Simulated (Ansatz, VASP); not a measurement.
In: VASP beside Ansatz

The input INCAR:

```
ALGO = Normal
EDIFF = 1E-7
ENCUT = 520
GGA = PE
ISIF = 2
ISMEAR = 0
LASPH = True
LCHARG = True
LELF = True
LREAL = False
LVHAR = True
LWAVE = False
NBANDS = 12
NELM = 100
PREC = Accurate
SIGMA = 0.023
```

KPOINTS

```
k-points
0
Gamma
  11 11 11
```

Contents of POSCAR:

```
In
1.0
   -1.6254700000      1.6254700000      2.4737000000
    1.6254700000     -1.6254700000      2.4737000000
    1.6254700000      1.6254700000     -2.4737000000
In
1
Direct
    0.0000000000      0.0000000000      0.0000000000
```

Contents of input.yaml:

```yaml
crystal:
  lattice:
    - [-1.62547, 1.62547, 2.4737]
    - [1.62547, -1.62547, 2.4737]
    - [1.62547, 1.62547, -2.4737]
  atoms:
    - { symbol: In, position: [0.0, 0.0, 0.0] }
hamiltonian:
  xc: pbe
  pseudopotentials: { kind: paw }
kpoints:
  mp_grid: { grid: [11, 11, 11] }
scf:
  occupations: { method: gaussian, width: 0.023 }
output:
  forces: true
  stress: true
  eigenvalues: true
```

Alike in both runs: task single point; functional PBE; k mesh 11 × 11 × 11; occupations gaussian, width 0.023 eV; no spin polarisation.

|  | VASP | Ansatz |
| --- | --- | --- |
| version | VASP 6.6.1 | Ansatz 0.2.0 |
| potentials or method | VASP PAW PBE potentials, release 64 (In_d) | Ansatz PAW |
| plane-wave cutoff (eV) | 520 | 420 |
| valence electrons in the cell | 13 | 13 |

```tsv
	VASP	Ansatz	Ansatz less VASP
gap on the k mesh at the Fermi level (eV)	none	none	-
pressure (GPa)	2.0	2.0	+0.04
traceless stress, the component that is largest in VASP (GPa)	-0.42	-0.42	+0.001
```

A gap of «none» marks a metal or a gap that the smearing closes. The functional is the same, so the differences come from potentials, cutoffs and numerics.
